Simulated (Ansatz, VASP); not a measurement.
## C7N: VASP beside Ansatz

```
C N
1.0
     0.00000    3.10248    3.10248
     3.10248    0.00000    3.10248
     3.10248    3.10248    0.00000
C N
7 1
Direct
  0.50000 0.00000 0.00000
  0.00000 0.50000 0.50000
  0.00000 0.50000 0.00000
  0.50000 0.00000 0.50000
  0.00000 0.00000 0.50000
  0.50000 0.50000 0.00000
  0.50000 0.50000 0.50000
  0.00000 0.00000 0.00000
```

Change from the starting cell: species swapped into the Zn7Tc type (Fm-3m, No. 225).

Alike in both runs: functional PBE; k mesh 4 × 4 × 4; occupations gaussian, width 0.1 eV; no spin polarisation.

Ansatz relaxed the structure, and its values are those at the end. VASP's run is a single point on that final structure, the one shown.

|  | VASP | Ansatz |
| --- | --- | --- |
| version | VASP 6.6.1 | Ansatz 0.2.0 |
| potentials or method | VASP PAW PBE potentials, release 64 (C, N), cutoff 520 eV | scalar-relativistic, plane waves, PAW |
| valence electrons in the cell | 33 | 33 |

```tsv
	VASP	Ansatz	Ansatz less VASP
gap on the k mesh at the Fermi level (eV)	none	none	-
pressure (GPa)	0.0	0.0	-0.02
```

A gap of «none» marks a metal or a gap that the smearing closes. With one functional, cell and mesh, what is left measures potentials, basis and numerics.

The k mesh is coarse, so the values compare programs but aren't converged.
